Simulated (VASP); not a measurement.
CaO:

```xyz
2
Lattice="0.0000 2.4154 2.4154 2.4154 0.0000 2.4154 2.4154 2.4154 0.0000" Properties=species:S:1:pos:R:3 pbc="T T T"
Ca    2.4154    2.4154    2.4154
O     0.0000    0.0000    0.0000
```

Base run:

```yaml
Program: VASP 6.6.1
Functional: PBEsol
Potentials_or_basis: VASP PAW PBE potentials, release 64 (Ca_sv, O)
Cutoff: 520 eV
k_mesh: 12 × 12 × 12
Occupations: gaussian, width 0.05 eV
Spin: no spin polarisation
```

Its results: band gap on the k mesh 3.54 eV, indirect (least direct gap 3.92 eV); pressure -3.7 GPa.

**Question.** After a change of settings the same cell gave: band gap on the k mesh 4.19 eV, indirect (least direct gap 4.57 eV); pressure -1.5 GPa. Which change was it?
A. further incar settings from ALGO = Normal; EDIFF = 1e-06; NBANDS = 15 to ALGO = Normal; EDIFF = 1e-07; NBANDS = 15
B. functional from PBEsol to PBE; k mesh from 12 × 12 × 12 to 18 × 18 × 18
C. functional from PBEsol to r2SCAN
D. functional from PBEsol to PBE; further incar settings from ALGO = Normal; EDIFF = 1e-06; NBANDS = 15 to ALGO = Normal; EDIFF = 1e-07; NBANDS = 15

**Answer.** C.

r2SCAN gives the wider gap, since meta-GGAs in the generalised Kohn-Sham scheme recover part of the derivative discontinuity.

Caveats: the PAW data sets were made with another functional, which shifts forces and pressure a little.
